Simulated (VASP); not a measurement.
ReS: single point with PBE

The system is ReS.

```
CELL_PARAMETERS angstrom
0.00000 2.67805 2.67805
2.67805 0.00000 2.67805
2.67805 2.67805 0.00000
ATOMIC_POSITIONS crystal
Re 0.00000 0.00000 0.00000
S 0.25000 0.25000 0.25000
```

This cell differs from its parent crystal: volume scaled by 1.070.

```json
{
 "Program": "VASP 6.6.1",
 "Task": "single point",
 "Functional": "PBE",
 "Potentials or basis": "VASP PAW PBE potentials, release 64 (Re, S)",
 "Cutoff": "520 eV",
 "k mesh": "12 × 12 × 12",
 "Occupations": "gaussian, width 0.05 eV",
 "Spin": "collinear spin, ferromagnetic start",
 "Starting moments": "[0.07, 0.0] μB"
}
```

- Pressure: -9.4 GPa
- Net moment: 0.14 μB per cell
- Site moments: Re +0.13; S -0.00 μB
- Valence electrons inside the program's atomic spheres: Re 5.96; S 3.64

Levels at points of the mesh, in eV from the Fermi level:
Spin up:
```csv
k point,band 2,band 3,band 4,band 5,band 6,band 7,band 8,band 9,band 10,band 11
"(0.00, 0.00, 0.00)",-5.90,-5.90,-5.90,-1.05,-1.05,1.02,4.44,4.44,4.44,7.75
"(0.50, 0.00, 0.00)",-6.62,-5.46,-5.46,-0.59,-0.59,-0.53,2.16,2.16,3.68,8.61
"(0.50, 0.50, 0.00)",-7.24,-4.62,-4.62,-2.07,-0.78,0.10,0.58,0.58,7.09,7.78
```
Spin down:
```csv
k point,band 4,band 5,band 6,band 7,band 8,band 9
"(0.00, 0.00, 0.00)",-5.87,-0.94,-0.94,1.06,4.47,4.47
"(0.50, 0.00, 0.00)",-5.43,-0.49,-0.49,-0.48,2.20,2.20
"(0.50, 0.50, 0.00)",-4.60,-2.02,-0.69,0.23,0.63,0.63
```

It took 71 s on 1 thread of Intel(R) Xeon(R) 6975P-C (Granite Rapids) (shared host), peak memory 0.22 GiB.

Caveat: spin-orbit coupling is left out, which moves the levels of the heavy elements.
